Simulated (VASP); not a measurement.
# LuBC (P6_3/mmc) in VASP: settings compared, part 2 of 2

VASP 6.6.1. Earlier steps stand in the parts before.

### Step 5. Single point, BLYP

INCAR reads:

```
SYSTEM = LuBC
AGGAC = 1.0
AGGAX = 1.0
ALDAC = 0.0
ALDAX = 1.0
ALGO = Normal
EDIFF = 1E-6
ENCUT = 520
GGA = B5
ISIF = 2
ISMEAR = 1
LASPH = .True.
LCHARG = .False.
LREAL = .False.
LWAVE = .False.
NBANDS = 41
NELM = 60
PREC = Accurate
SIGMA = 0.15
```

KPOINTS reads:

```
k-points
0
Gamma
  10 10 4
  0 0 0
```

POSCAR reads:

```
LuBC
1.0
    2.9910680000      0.0000000000      0.0000000000
   -1.4955340000      2.5903408724      0.0000000000
    0.0000000000      0.0000000000      7.7441800000
Lu B C
2 2 2
Direct
    0.0000000000      0.0000000000      0.0000000000
    0.0000000000      0.0000000000      0.5000000000
    0.6666666667      0.3333333333      0.2500000000
    0.3333333333      0.6666666667      0.7500000000
    0.6666666667      0.3333333333      0.7500000000
    0.3333333333      0.6666666667      0.2500000000
```

Potentials or basis: VASP PAW PBE potentials, release 64 (Lu, B, C).

On the command line:

```sh
$ cat potpaw_PBE.64/Lu/POTCAR potpaw_PBE.64/B/POTCAR potpaw_PBE.64/C/POTCAR > POTCAR
$ mpirun -np 1 vasp_std > vasp.out
```

OUTCAR:

```text
SYSTEM = LuBC
   EDIFF = 1E-6
   ENCUT = 520
   GGA = B5
   ISIF = 2
   ISMEAR = 1
   LASPH = .True.
   LREAL = .False.
   NELM = 60
   PREC = Accurate

 ion  position               nearest neighbor table
   1  0.000  0.000  0.000-   3 2.59   4 2.59   5 2.59   6 2.59   4 2.59   6 2.59   3 2.59   5 2.59
                             3 2.59   5 2.59   4 2.59   6 2.59
   2  0.000  0.000  0.500-   3 2.59   4 2.59   5 2.59   6 2.59   4 2.59   6 2.59   3 2.59   5 2.59
                             3 2.59   5 2.59   4 2.59   6 2.59
   3  0.667  0.333  0.250-   6 1.73   6 1.73   6 1.73   1 2.59   2 2.59   1 2.59   2 2.59   1 2.59
                             2 2.59
   4  0.333  0.667  0.750-   5 1.73   5 1.73   5 1.73   1 2.59   2 2.59   2 2.59   1 2.59   2 2.59
                             1 2.59
   5  0.667  0.333  0.750-   4 1.73   4 1.73   4 1.73   1 2.59   2 2.59   1 2.59   2 2.59   1 2.59
                             2 2.59
   6  0.333  0.667  0.250-   3 1.73   3 1.73   3 1.73   1 2.59   2 2.59   2 2.59   1 2.59   2 2.59
                             1 2.59

  LATTYP: Found a hexagonal cell.
 ALAT       =     2.9910680000
 C/A-ratio  =     2.5891019529

  Lattice vectors:

 A1 = (   2.9910680000,   0.0000000000,   0.0000000000)
 A2 = (  -1.4955340000,   2.5903408724,   0.0000000000)
 A3 = (   0.0000000000,   0.0000000000,   7.7441800000)

Analysis of symmetry for initial positions (statically):
=====================================================================
 Subroutine PRICEL returns:
 Original cell was already a primitive cell.

 Routine SETGRP: Setting up the symmetry group for a
 hexagonal supercell.

 Subroutine GETGRP returns: Found 24 space group operations
 (whereof 12 operations were pure point group operations)
 out of a pool of 24 trial point group operations.

The static configuration has the point symmetry D_3d.
 The point group associated with its full space group is D_6h.

Analysis of symmetry for dynamics (positions and initial velocities):
=====================================================================
 Subroutine PRICEL returns:
[... 137 lines left out ...]
     AMIX     =   0.40;   BMIX     =  1.00
     AMIX_MAG =   1.60;   BMIX_MAG =  1.00
  volume/ion in A,a.u.               =      10.00        67.48
  Fermi-wavevector in a.u.,A,eV,Ry     =   1.672689  3.160924 38.067597  2.797889
  Thomas-Fermi vector in A             =   2.757792
   LORBIT       =      0    0 simple, 1 ext, 2 COOP (PROOUT), +10 PAW based schemes
   GGA     = B5    functional components
   LHFCALC =     F    Hartree Fock is set to
   AEXX    =    0.0000 exact exchange contribution
   IVDW    =     0    specifies the selected vdW correction
   LEPSILON=     F    determine dielectric tensor
   LRPA    =     F    only Hartree local field effects (RPA)
 non-spin polarized calculation
 Methfessel and Paxton  Order N= 1 SIGMA  =   0.15
  energy-cutoff  :      520.00
  volume of cell :       60.00
 maximum number of plane-waves:      1685
 NGX is ok and might be reduce to    24
   NGX = 11   NGY = 11   NGZ = 29

 number of electron      64.0000002 magnetization

 Free energy of the ion-electron system (eV)
  ---------------------------------------------------
  ext. energy  EPLUGINS =         0.00000000
  ---------------------------------------------------
  free energy    TOTEN  =       -37.82184127 eV

  energy without entropy =      -37.82207381  energy(sigma->0) =      -37.82191878

 E-fermi :   7.5624     XC(G=0): -12.6065

 val. band max:        7.5602014924   @ k =   0.1000   0.1000   0.0000
 cond. band min:       7.6113203484   @ k =   0.2000   0.2000   0.0000
 fundamental gap:      0.0511188560
 Fermi energy:         7.5624272942

 k-point     1 :       0.0000    0.0000    0.0000
  band No.  band energies     occupation
      1     -48.4711      2.00000
      2     -48.4679      2.00000
      3     -19.9130      2.00000
      4     -19.6596      2.00000
      5     -18.7167      2.00000
      6     -18.7167      2.00000
[... 1045 lines left out ...]
     40      13.4571      0.00000
     41      14.8283      0.00000

 [... further k-points ...]
[... 5 lines left out ...]
  --------------------------------------------------------------------------------------
  -------------------------------------------------------------------------------------
  Total        2.0134746      2.0134746      4.6277703      0.0000000      0.0000000      0.0000000
  in kB       53.7648077     53.7648077    123.5730400      0.0000000      0.0000000      0.0000000
  external PRESSURE =      77.0342185 kB  Pullay stress =       0.0000000 kB

 VOLUME and BASIS-vectors are now :
 -----------------------------------------------------------------------------
  energy-cutoff  :      520.00
  volume of cell :       60.00
      direct lattice vectors                 reciprocal lattice vectors
     2.991068000  0.000000000  0.000000000     0.334328741  0.193024789  0.000000000
    -1.495534000  2.590340872  0.000000000     0.000000000  0.386049578  0.000000000
     0.000000000  0.000000000  7.744180000     0.000000000  0.000000000  0.129129230

 POSITION                                       TOTAL-FORCE (eV/Angst)
 -----------------------------------------------------------------------------------
      0.00000      0.00000      0.00000        -0.000000      0.000000     -0.000000
      0.00000      0.00000      3.87209         0.000000      0.000000     -0.000000
      1.49553      0.86345      1.93605        -0.000000      0.000000      0.000000
     -0.00000      1.72689      5.80814         0.000000     -0.000000      0.000000
      1.49553      0.86345      5.80814        -0.000000      0.000000     -0.000000
     -0.00000      1.72689      1.93605         0.000000     -0.000000     -0.000000
 -----------------------------------------------------------------------------------
    total drift:                               -0.000000      0.000000      0.000000

  FREE ENERGIE OF THE ION-ELECTRON SYSTEM (eV)
  ---------------------------------------------------
  free  energy   TOTEN  =       -37.8218412731 eV

  energy  without entropy=      -37.8220738064  energy(sigma->0) =      -37.82191878
```

OSZICAR:

```text
N       E                     dE             d eps       ncg     rms          rms(c)
DAV:   1     0.401986999867E+03    0.40199E+03   -0.24220E+04  5213   0.504E+03
DAV:   2     0.197282683612E+02   -0.38226E+03   -0.35647E+03  4292   0.669E+02
DAV:   3    -0.347507820095E+02   -0.54479E+02   -0.52656E+02  3613   0.156E+02
DAV:   4    -0.401747246039E+02   -0.54239E+01   -0.53147E+01  5480   0.422E+01
DAV:   5    -0.404792671745E+02   -0.30454E+00   -0.30355E+00  5479   0.885E+00    0.120E+01
DAV:   6    -0.378190813837E+02    0.26602E+01   -0.80329E+00  5541   0.649E+01    0.591E+00
DAV:   7    -0.378288037653E+02   -0.97224E-02   -0.27567E+00  5708   0.203E+01    0.265E+00
DAV:   8    -0.378186088699E+02    0.10195E-01   -0.29478E-01  6188   0.853E+00    0.768E-01
DAV:   9    -0.378205795980E+02   -0.19707E-02   -0.60545E-02  5445   0.327E+00    0.272E-01
DAV:  10    -0.378218766814E+02   -0.12971E-02   -0.13461E-02  5637   0.962E-01    0.146E-01
DAV:  11    -0.378218084806E+02    0.68201E-04   -0.18234E-03  4973   0.439E-01    0.612E-02
DAV:  12    -0.378218396359E+02   -0.31155E-04   -0.27794E-04  5613   0.146E-01    0.165E-02
DAV:  13    -0.378218415288E+02   -0.18929E-05   -0.29007E-05  4414   0.402E-02    0.987E-03
DAV:  14    -0.378218412731E+02    0.25564E-06   -0.55452E-06  4175   0.313E-02
   1 F= -.37821841E+02 E0= -.37821919E+02  d E =0.232533E-03
```

Wall time 1.9 min (1 thread of Intel Xeon Platinum 8259CL at 2.50GHz (Skylake/Cascade Lake), shared host); peak memory 0.24 GiB.

Results:

| Quantity | Value |
| --- | --- |
| Free energy | -37.8218 eV |
| Pressure | 7.7 GPa |
| Band gap on the k mesh | zero (band 32 reaches 7.83 eV, above the bottom of band 33 at 7.33 eV) |

Stress tensor (GPa, compression positive):
```
 5.38  0.00  0.00
 0.00  5.38  0.00
 0.00  0.00 12.36
```

Levels at points of the mesh, in eV from the Fermi level:
```csv
k point,band 30,band 31,band 32,band 33,band 34,band 35
"(0.00, 0.00, 0.00)",-3.08,-3.08,-0.02,1.88,1.88,2.15
"(0.50, 0.00, 0.00)",-4.38,-3.23,-2.48,0.56,2.85,2.91
"(0.00, 0.00, 0.50)",-3.43,-1.27,-1.27,2.50,2.50,2.50
"(0.50, 0.00, 0.50)",-4.35,-3.25,-3.25,0.68,0.68,4.36
```

Caveat: the PAW data sets were made with another functional, which shifts forces and pressure a little; spin-orbit coupling is left out, which moves the levels of the heavy elements.

### Step 6. The runs side by side

| level | gap on the mesh (eV) | pressure (GPa) |
| --- | --- | --- |
| RPBE | none | 4.9 |
| PBEsol | none | -5.9 |
| LDA | none | -10.9 |
| BLYP | none | 7.7 |

Alike in all rows: task single point; potentials or basis VASP PAW PBE potentials, release 64 (Lu, B, C); no spin polarisation; cell as given; k mesh 10 × 10 × 4; cutoff (eV) 520; smearing methfessel-paxton 0.15 eV.

Every run on the cell as given and a fine mesh finds a metal. The pressure there spans -10.9 GPa (LDA) to 7.7 GPa (BLYP); a positive pressure means that this level wants a larger cell, a negative one a smaller.

Caveats: the PAW data sets were made with another functional, which shifts forces and pressure a little; spin-orbit coupling is left out, which moves the levels of the heavy elements.

Total energies depend on the potentials used, so only differences within one code and one set of settings carry meaning.
